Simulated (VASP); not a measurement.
# ScHO2 (R-3m) in VASP: further runs

ScHO2 is run at these levels: PBEsol; tasks: single point.

All numbers are computed with VASP 6.6.1; they aren't measurements. Logs are shortened: lines on timing, memory, paths and dates and some standing lists are left out, and cuts for length are marked.

## Step 1: The cell of the first run

The structure is trigonal, space group R-3m (No. 166). The conventional cell has a = 3.178 Å, b = 3.178 Å, c = 13.362 Å, α = 90.00°, β = 90.00°, γ = 120.00°. Within 2.8 Å of Sc (site symmetry -3m) lie 6 O at 2.10 Å. H (site symmetry -3m) has 2 O at 1.20 Å within 1.6 Å. O (site symmetry 3m) has 1 H at 1.20 Å within 1.6 Å.

## Step 2: Single point, PBEsol

Contents of INCAR:

```
  PREC = Accurate
  ENCUT = 520
  EDIFF = 1E-6
  ISMEAR = 0
  SIGMA = 0.01
  LREAL = F
  LASPH = T
  NELM = 80
  ALGO = Normal
  ISIF = 2
  LWAVE = F
  LCHARG = F
  GGA = PS
  NBANDS = 20
```

Contents of KPOINTS:

```
regular mesh
0
Gamma
  8 8 8
```

Contents of POSCAR:

```
ScHO2
1.0
    1.5891838922      0.9175156552      4.4541138393
   -1.5891838922      0.9175156552      4.4541138393
    0.0000000000     -1.8350313104      4.4541138393
Sc H O
1 1 2
Direct
    0.0000000000      0.0000000000      0.0000000000
    0.5000000000      0.5000000000      0.5000000000
    0.5897010000      0.5897010000      0.5897010000
    0.4102990000      0.4102990000      0.4102990000
```

Potentials or basis: VASP PAW PBE potentials, release 64 (Sc_sv, H, O).

Command:

```sh
cat potpaw_PBE.64/Sc_sv/POTCAR potpaw_PBE.64/H/POTCAR potpaw_PBE.64/O/POTCAR > POTCAR
mpirun -np 1 vasp_std > vasp.out
```

OUTCAR:

```text
PREC = Accurate
   ENCUT = 520
   EDIFF = 1E-6
   ISMEAR = 0
   LREAL = F
   LASPH = T
   NELM = 80
   ISIF = 2
   GGA = PS

 ion  position               nearest neighbor table
   1  0.000  0.000  0.000-   3 2.10   4 2.10   3 2.10   3 2.10   4 2.10   4 2.10
   2  0.500  0.500  0.500-   3 1.20   4 1.20
   3  0.590  0.590  0.590-   2 1.20   1 2.10   1 2.10   1 2.10
   4  0.410  0.410  0.410-   2 1.20   1 2.10   1 2.10   1 2.10

  LATTYP: Found a trigonal (rhomboedric) cell.
 ALAT       =     4.8173094684
 COS(alpha) =     0.7823447179

  Lattice vectors:

 A1 = (   1.5891838922,   0.9175156552,   4.4541138393)
 A2 = (  -1.5891838922,   0.9175156552,   4.4541138393)
 A3 = (   0.0000000000,  -1.8350313104,   4.4541138393)

Analysis of symmetry for initial positions (statically):
=====================================================================
 Subroutine PRICEL returns:
 Original cell was already a primitive cell.

 Routine SETGRP: Setting up the symmetry group for a
 trigonal (rhombohedral) supercell.

 Subroutine GETGRP returns: Found 12 space group operations
 (whereof 12 operations were pure point group operations)
 out of a pool of 12 trial point group operations.

The static configuration has the point symmetry D_3d.

Analysis of symmetry for dynamics (positions and initial velocities):
=====================================================================
 Subroutine PRICEL returns:
 Original cell was already a primitive cell.

 Routine SETGRP: Setting up the symmetry group for a
 trigonal (rhombohedral) supercell.

 Subroutine GETGRP returns: Found 12 space group operations
 (whereof 12 operations were pure point group operations)
 out of a pool of 12 trial point group operations.

The dynamic configuration has the point symmetry D_3d.

 Subroutine INISYM returns: Found 12 space group operations
 (whereof 12 operations are pure point group operations),
 and found     1 'primitive' translations

----------------------------------------------------------------------------------------

                                     Primitive cell

  volume of cell :      38.9673

  direct lattice vectors                    reciprocal lattice vectors
[... 80 lines left out ...]
   NGXF,Y,Z  is equivalent  to a cutoff of  24.85, 24.85, 24.85 a.u.
 SYSTEM =  unknown system
   PREC   = accura    normal or accurate (medium, high low for compatibility)
   ISTART =      0    job   : 0-new  1-cont  2-samecut
   ICHARG =      2    charge: 1-file 2-atom 10-const
   ISPIN  =      1    spin polarized calculation?
   LNONCOLLINEAR =      F non collinear calculations
   LSORBIT =      F    spin-orbit coupling
   LASPH  =      T    aspherical Exc in radial PAW
   ENCUT  =  520.0 eV  38.22 Ry    6.18 a.u.   8.96  8.96  8.96*2*pi/ulx,y,z
   NELM   =     80;   NELMIN=  2; NELMDL= -5     # of ELM steps
   EDIFF  = 0.1E-05   stopping-criterion for ELM
   LREAL  =      F    real-space projection
   EDIFFG = 0.1E-04   stopping-criterion for IOM
   NSW    =      0    number of steps for IOM
   IBRION =     -1    ionic relax: 0-MD 1-quasi-New 2-CG
   NFREE  =      0    steps in history (QN), initial steepest desc. (CG)
   ISIF   =      2    stress and relaxation
   ISYM   =      2    0-nonsym 1-usesym 2-fastsym
   POTIM  = 0.5000    time-step for ionic-motion
   TEBEG  =    0.0;   TEEND  =   0.0 temperature during run
   PSTRESS=    0.0 pullay stress
   NELECT =      24.0000    total number of electrons
   NUPDOWN=      -1.0000    fix difference up-down
   EMIN   =  10.00;   EMAX   =-10.00  energy-range for DOS
   EFERMI =   0.00;   METHOD = LEGACY
   ISMEAR =     0;   SIGMA  =   0.01  broadening in eV -4-tet -1-fermi 0-gaus
   EFERMI_NEDOS =   21; number of points for ismear=-14 and -15
   IALGO  =     38    algorithm
   IMIX   =      4    mixing-type and parameters
     AMIX     =   0.40;   BMIX     =  1.00
     AMIX_MAG =   1.60;   BMIX_MAG =  1.00
  volume/ion in A,a.u.               =       9.74        65.74
  Fermi-wavevector in a.u.,A,eV,Ry     =   1.392874  2.632150 26.396637  1.940098
  Thomas-Fermi vector in A             =   2.516575
   LORBIT       =      0    0 simple, 1 ext, 2 COOP (PROOUT), +10 PAW based schemes
   GGA     = PS    functional components
   LHFCALC =     F    Hartree Fock is set to
   AEXX    =    0.0000 exact exchange contribution
   IVDW    =     0    specifies the selected vdW correction
   LEPSILON=     F    determine dielectric tensor
   LRPA    =     F    only Hartree local field effects (RPA)
 non-spin polarized calculation
 Gauss-broadening in eV      SIGMA  =   0.01
  energy-cutoff  :      520.00
  volume of cell :       38.97
 maximum number of plane-waves:      1060
   NGX = 17   NGY = 17   NGZ = 17

 number of electron      24.0000001 magnetization

 Free energy of the ion-electron system (eV)
  ---------------------------------------------------
  ext. energy  EPLUGINS =         0.00000000
  ---------------------------------------------------
  free energy    TOTEN  =       -30.86358260 eV

  energy without entropy =      -30.86358260  energy(sigma->0) =      -30.86358260

 E-fermi :   1.7051     XC(G=0): -10.6413

 val. band max:        1.6431836584   @ k =  -0.1250   0.1250   0.0000
 cond. band min:       5.6602409279   @ k =   0.5000   0.5000   0.0000
 fundamental gap:      4.0170572695
 Fermi energy:         1.7050618975

 k-point     1 :       0.0000    0.0000    0.0000
  band No.  band energies     occupation
      1     -45.2958      2.00000
      2     -24.2129      2.00000
      3     -23.8060      2.00000
      4     -23.8060      2.00000
      5     -16.1600      2.00000
      6     -13.6794      2.00000
[... 541 lines left out ...]
     19      13.9139      0.00000
     20      16.3333      0.00000

 [... further k-points ...]
[... 5 lines left out ...]
  --------------------------------------------------------------------------------------
  -------------------------------------------------------------------------------------
  Total        0.8004396      0.8004394      1.1989893     -0.0000000      0.0000000      0.0000000
  in kB       32.9108382     32.9108316     49.2975911     -0.0000000      0.0000000      0.0000000
  external PRESSURE =      38.3730870 kB  Pullay stress =       0.0000000 kB

 VOLUME and BASIS-vectors are now :
 -----------------------------------------------------------------------------
  energy-cutoff  :      520.00
  volume of cell :       38.97
      direct lattice vectors                 reciprocal lattice vectors
     1.589183892  0.917515655  4.454113839     0.314626899  0.181649943  0.074837183
    -1.589183892  0.917515655  4.454113839    -0.314626899  0.181649943  0.074837183
     0.000000000 -1.835031310  4.454113839     0.000000000 -0.363299886  0.074837183

 POSITION                                       TOTAL-FORCE (eV/Angst)
 -----------------------------------------------------------------------------------
      0.00000      0.00000      0.00000         0.000000      0.000000      0.000000
      0.00000      0.00000      6.68117        -0.000000      0.000000      0.000000
      0.00000      0.00000      7.87979         0.000000      0.000000      0.091329
      0.00000      0.00000      5.48256         0.000000     -0.000000     -0.091329
 -----------------------------------------------------------------------------------
    total drift:                               -0.000000      0.000000      0.000000

  FREE ENERGIE OF THE ION-ELECTRON SYSTEM (eV)
  ---------------------------------------------------
  free  energy   TOTEN  =       -30.8635826023 eV

  energy  without entropy=      -30.8635826023  energy(sigma->0) =      -30.86358260
```

OSZICAR:

```text
N       E                     dE             d eps       ncg     rms          rms(c)
DAV:   1     0.243055996505E+03    0.24306E+03   -0.11823E+04  2648   0.129E+03
DAV:   2    -0.119281649989E+02   -0.25498E+03   -0.24461E+03  2784   0.392E+02
DAV:   3    -0.356085635139E+02   -0.23680E+02   -0.22948E+02  3468   0.121E+02
DAV:   4    -0.363355488684E+02   -0.72699E+00   -0.72560E+00  3404   0.216E+01
DAV:   5    -0.363514921514E+02   -0.15943E-01   -0.15935E-01  3416   0.296E+00    0.169E+01
DAV:   6    -0.310141142425E+02    0.53374E+01   -0.19329E+01  4164   0.498E+01    0.719E+00
DAV:   7    -0.309195139992E+02    0.94600E-01   -0.86586E-01  3108   0.728E+00    0.450E+00
DAV:   8    -0.308713714052E+02    0.48143E-01   -0.28592E-01  4084   0.626E+00    0.105E+00
DAV:   9    -0.308637660907E+02    0.76053E-02   -0.15966E-02  4048   0.136E+00    0.321E-01
DAV:  10    -0.308633892726E+02    0.37682E-03   -0.79782E-03  4068   0.985E-01    0.641E-02
DAV:  11    -0.308635198183E+02   -0.13055E-03   -0.18804E-04  3292   0.122E-01    0.276E-02
DAV:  12    -0.308635827308E+02   -0.62913E-04   -0.77211E-05  3100   0.792E-02    0.983E-03
DAV:  13    -0.308635826023E+02    0.12848E-06   -0.30409E-06  2988   0.152E-02
   1 F= -.30863583E+02 E0= -.30863583E+02  d E =-.155429E-20
```

stdout:

```text
POSCAR found type information on POSCAR ScH O
 POSCAR found :  3 types and       4 ions
 scaLAPACK will be used
 -----------------------------------------------------------------------------
|                                                                             |
|                                                                             |
|     You enforced a specific xc type in the INCAR file but a different       |
|     I HOPE YOU KNOW WHAT YOU ARE DOING!                                     |
|                                                                             |
 -----------------------------------------------------------------------------

 LDA part: xc-table for (Slater+PW92), standard interpolation
 POSCAR, INCAR and KPOINTS ok, starting setup
 FFT: planning ... GRIDC
 FFT: planning ... GRID_SOFT
 FFT: planning ... GRID
 WAVECAR not read
 entering main loop
```

It took 98 s on 1 thread of Intel Xeon Platinum 8375C at 2.90GHz (Ice Lake), shared host; peak memory 0.23 GiB.

Results:

- Free energy: -30.8636 eV
- Pressure: 3.8 GPa
- Largest force: 0.091 eV/Å
- Band gap on the k mesh: 4.02 eV, indirect (least direct gap 4.46 eV)

Forces in eV/Å, atoms in the order of the input:
```
Sc   0.000  0.000  0.000
H    0.000  0.000  0.000
O    0.000  0.000  0.091
O    0.000  0.000 -0.091
```

Levels at points of the mesh, in eV from the valence-band top:
| k point | band 8 | band 9 | band 10 | band 11 | band 12 | band 13 | band 14 | band 15 | band 16 | band 17 |
| --- | --- | --- | --- | --- | --- | --- | --- | --- | --- | --- |
| (0.00, 0.00, 0.00) | -2.44 | -2.44 | -0.62 | -0.62 | -0.18 | 4.72 | 4.92 | 4.92 | 6.31 | 8.20 |
| (0.50, 0.00, 0.00) | -3.95 | -2.26 | -1.38 | -1.35 | -0.84 | 4.41 | 5.74 | 6.16 | 8.03 | 8.09 |
| (0.50, 0.50, 0.00) | -2.75 | -2.62 | -1.81 | -1.36 | -0.76 | 4.02 | 5.86 | 6.18 | 7.56 | 8.29 |
| (0.50, 0.50, 0.50) | -2.78 | -2.73 | -2.73 | -0.14 | -0.14 | 4.95 | 4.95 | 5.85 | 7.20 | 7.93 |

Caveat: the PAW data sets were made with another functional, which shifts forces and pressure a little. A hybrid or GW would open this gap; PBEsol tends to underestimate it.

## Step 3: Single point, PBEsol

This run uses another cell than the first one, of 10.05 Å³/atom, 1.032 times its volume.

Contents of INCAR:

```
SYSTEM = ScHO2
PREC = Accurate
ENCUT = 520
EDIFF = 1E-6
ISMEAR = 0
SIGMA = 0.01
LREAL = .False.
LASPH = .True.
NELM = 80
ALGO = Normal
ISIF = 2
LWAVE = .False.
LCHARG = .False.
GGA = PS
NBANDS = 20
```

Contents of KPOINTS:

```
Automatic mesh
0
Gamma
  8 8 8
  0 0 0
```

Contents of POSCAR:

```
ScHO2
1.0
    1.6057390825      0.9270737978      4.5005141978
   -1.6057390825      0.9270737978      4.5005141978
    0.0000000000     -1.8541475957      4.5005141978
Sc H O
1 1 2
Direct
    0.0000000000      0.0000000000      0.0000000000
    0.5000000000      0.5000000000      0.5000000000
    0.5897010000      0.5897010000      0.5897010000
    0.4102990000      0.4102990000      0.4102990000
```

Potentials or basis: VASP PAW PBE potentials, release 64 (Sc_sv, H, O).

Command:

```sh
cat potpaw_PBE.64/Sc_sv/POTCAR potpaw_PBE.64/H/POTCAR potpaw_PBE.64/O/POTCAR > POTCAR
mpirun -np 1 vasp_std > vasp.out
```

Wall time 98 s (1 thread of Intel Xeon Platinum 8375C at 2.90GHz (Ice Lake), shared host); peak memory 0.23 GiB.

Results (log left out):

- Free energy: -30.8739 eV
- Pressure: -1.5 GPa
- Largest force: 0.154 eV/Å
- Band gap on the k mesh: 3.95 eV, indirect (least direct gap 4.38 eV)

Forces in eV/Å, atoms in the order of the input:
```
Sc   0.000  0.000  0.000
H    0.000  0.000  0.000
O    0.000  0.000  0.154
O    0.000  0.000 -0.154
```

Stress tensor (GPa, compression positive):
```
-1.73  0.00  0.00
 0.00 -1.73  0.00
 0.00  0.00 -1.16
```

Levels at points of the mesh, in eV from the valence-band top:
```tsv
k point	band 8	band 9	band 10	band 11	band 12	band 13	band 14	band 15	band 16	band 17
(0.00, 0.00, 0.00)	-2.34	-2.34	-0.59	-0.59	-0.17	4.63	4.81	4.81	6.10	7.95
(0.50, 0.00, 0.00)	-3.81	-2.16	-1.32	-1.32	-0.83	4.33	5.59	5.99	7.74	7.84
(0.50, 0.50, 0.00)	-2.66	-2.55	-1.73	-1.32	-0.75	3.95	5.70	6.01	7.27	8.02
(0.50, 0.50, 0.50)	-2.70	-2.62	-2.62	-0.13	-0.13	4.84	4.84	5.68	7.11	7.69
```

Caveat: the PAW data sets were made with another functional, which shifts forces and pressure a little. A k mesh can miss the band edges.

## Step 4: Single point, PBEsol

This run uses another cell than the first one, of 10.36 Å³/atom, 1.063 times its volume.

Contents of INCAR:

```
PREC     = Accurate       # precision mode
ENCUT    = 520            # plane-wave cutoff, eV
EDIFF    = 1E-6           # SCF threshold, eV
ISMEAR   = 0              # smearing method
SIGMA    = 0.01           # smearing width, eV
LREAL    = F              # projectors in reciprocal space
LASPH    = T              # aspherical terms in the spheres
NELM     = 100            # most SCF steps
ALGO     = Normal         # electronic algorithm
ISIF     = 2              # what is computed and relaxed
LWAVE    = F              # write WAVECAR
LCHARG   = T              # write CHGCAR
GGA      = PS             # functional
LELF     = T              # ELF
LVHAR    = T            
NBANDS   = 20             # bands
```

Contents of KPOINTS:

```
regular mesh
0
Gamma
  8 8 8
```

Contents of POSCAR:

```
ScHO2
1.0
    1.6219597670      0.9364388135      4.5459770142
   -1.6219597670      0.9364388135      4.5459770142
    0.0000000000     -1.8728776270      4.5459770142
Sc H O
1 1 2
Direct
    0.0000000000      0.0000000000      0.0000000000
    0.5000000000      0.5000000000      0.5000000000
    0.5897010000      0.5897010000      0.5897010000
    0.4102990000      0.4102990000      0.4102990000
```

Potentials or basis: VASP PAW PBE potentials, release 64 (Sc_sv, H, O).

Command:

```sh
cat potpaw_PBE.64/Sc_sv/POTCAR potpaw_PBE.64/H/POTCAR potpaw_PBE.64/O/POTCAR > POTCAR
mpirun -np 1 vasp_std > vasp.out
```

OUTCAR:

```text
PREC = Accurate
   ENCUT = 520
   EDIFF = 1E-6
   ISMEAR = 0
   LREAL = F
   LASPH = T
   NELM = 100
   ISIF = 2
   GGA = PS

 ion  position               nearest neighbor table
   1  0.000  0.000  0.000-   3 2.15   4 2.15   3 2.15   3 2.15   4 2.15   4 2.15
   2  0.500  0.500  0.500-   3 1.22   4 1.22
   3  0.590  0.590  0.590-   2 1.22   1 2.15   1 2.15   1 2.15
   4  0.410  0.410  0.410-   2 1.22   1 2.15   1 2.15   1 2.15

  LATTYP: Found a trigonal (rhomboedric) cell.
 ALAT       =     4.9166633148
[... 743 lines left out ...]
     19      12.9438      0.00000
     20      15.5081      0.00000

 [... further k-points ...]
[... 5 lines left out ...]
  --------------------------------------------------------------------------------------
  -------------------------------------------------------------------------------------
  Total       -1.5564242     -1.5564239     -1.6642499      0.0000000     -0.0000000      0.0000000
  in kB      -60.1922505    -60.1922384    -64.3622397      0.0000000     -0.0000000      0.0000000
  external PRESSURE =     -61.5822429 kB  Pullay stress =       0.0000000 kB

 VOLUME and BASIS-vectors are now :
 -----------------------------------------------------------------------------
  energy-cutoff  :      520.00
  volume of cell :       41.43
      direct lattice vectors                 reciprocal lattice vectors
     1.621959767  0.936438814  4.545977014     0.308269052  0.177979238  0.073324905
    -1.621959767  0.936438814  4.545977014    -0.308269052  0.177979238  0.073324905
     0.000000000 -1.872877627  4.545977014     0.000000000 -0.355958476  0.073324905

 POSITION                                       TOTAL-FORCE (eV/Angst)
 -----------------------------------------------------------------------------------
      0.00000      0.00000      0.00000        -0.000000      0.000000      0.000000
      0.00000      0.00000      6.81897         0.000000      0.000000      0.000000
      0.00000      0.00000      8.04230        -0.000000      0.000000      0.203174
      0.00000      0.00000      5.59563        -0.000000     -0.000000     -0.203174
 -----------------------------------------------------------------------------------
    total drift:                               -0.000000      0.000000     -0.000000

  FREE ENERGIE OF THE ION-ELECTRON SYSTEM (eV)
  ---------------------------------------------------
  free  energy   TOTEN  =       -30.8458458670 eV

  energy  without entropy=      -30.8458458670  energy(sigma->0) =      -30.84584587
```

OSZICAR:

```text
N       E                     dE             d eps       ncg     rms          rms(c)
DAV:   1     0.246096803740E+03    0.24610E+03   -0.11744E+04  2616   0.127E+03
DAV:   2    -0.132976377972E+02   -0.25939E+03   -0.24944E+03  2844   0.390E+02
DAV:   3    -0.357742966147E+02   -0.22477E+02   -0.22003E+02  3496   0.119E+02
DAV:   4    -0.363957107631E+02   -0.62141E+00   -0.62010E+00  3624   0.203E+01
DAV:   5    -0.364073364066E+02   -0.11626E-01   -0.11624E-01  3156   0.250E+00    0.157E+01
DAV:   6    -0.310196714457E+02    0.53877E+01   -0.19713E+01  4168   0.483E+01    0.651E+00
DAV:   7    -0.309080206986E+02    0.11165E+00   -0.94028E-01  3144   0.741E+00    0.401E+00
DAV:   8    -0.308566276209E+02    0.51393E-01   -0.34688E-01  4084   0.693E+00    0.110E+00
DAV:   9    -0.308464793235E+02    0.10148E-01   -0.18822E-02  4080   0.160E+00    0.369E-01
DAV:  10    -0.308456049145E+02    0.87441E-03   -0.11002E-02  4104   0.110E+00    0.695E-02
DAV:  11    -0.308457667012E+02   -0.16179E-03   -0.28790E-04  2940   0.142E-01    0.323E-02
DAV:  12    -0.308458469325E+02   -0.80231E-04   -0.12750E-04  3536   0.131E-01    0.156E-02
DAV:  13    -0.308458454461E+02    0.14864E-05   -0.11891E-05  3976   0.461E-02    0.416E-03
DAV:  14    -0.308458458670E+02   -0.42095E-06   -0.26673E-06  2900   0.107E-02
   1 F= -.30845846E+02 E0= -.30845846E+02  d E =-.313450E-81
```

Run time: 2.4 min. Hardware: 1 thread of Intel Xeon Platinum 8375C at 2.90GHz (Ice Lake), shared host; peak memory 0.26 GiB.

What came out:

```yaml
Free_energy: -30.8458 eV
Pressure: -6.2 GPa
Largest_force: 0.203 eV/Å
Band_gap_on_the_k_mesh: 3.89 eV, indirect (least direct gap 4.30 eV)
```

Forces in eV/Å, atoms in the order of the input:
```
Sc   0.000  0.000  0.000
H    0.000  0.000  0.000
O    0.000  0.000  0.203
O    0.000  0.000 -0.203
```

Caveat: the PAW data sets were made with another functional, which shifts forces and pressure a little. A k mesh can miss the band edges.

[end of part 1 of 2]
